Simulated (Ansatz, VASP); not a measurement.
## One calculation of W, two programs

```
W
1.0
     3.13483    0.00000    0.00000
     0.00000    3.13483    0.00000
     0.00000    0.00000   19.13480
W
3
Direct
  0.00000 0.00000 0.42496
  0.50000 0.50000 0.50000
  0.00000 0.00000 0.57504
```

Alike in both runs: functional LDA; k mesh 13 × 13 × 1; occupations fermi-dirac, width 0.08 eV; no spin polarisation.

Ansatz relaxed the structure, and its values are those at the end. VASP's run is a single point on that final structure, the one shown.

```csv
,VASP,Ansatz
version,VASP 6.6.1,Ansatz 0.2.0
potentials or method,"VASP PAW LDA potentials, release 64 (W_sv), cutoff 520 eV","all-electron LAPW, scalar-relativistic"
```

|  | VASP | Ansatz | Ansatz less VASP |
| --- | --- | --- | --- |
| rms of the force components (eV/Å) | 0.066 | 0.003 | -0.0626 |

LDA's correlation is that of Perdew and Zunger in VASP and of Perdew and Wang (1992) in Ansatz. Ansatz ran all-electron here, and VASP with PAW potentials.

Neither program's run includes spin-orbit coupling.
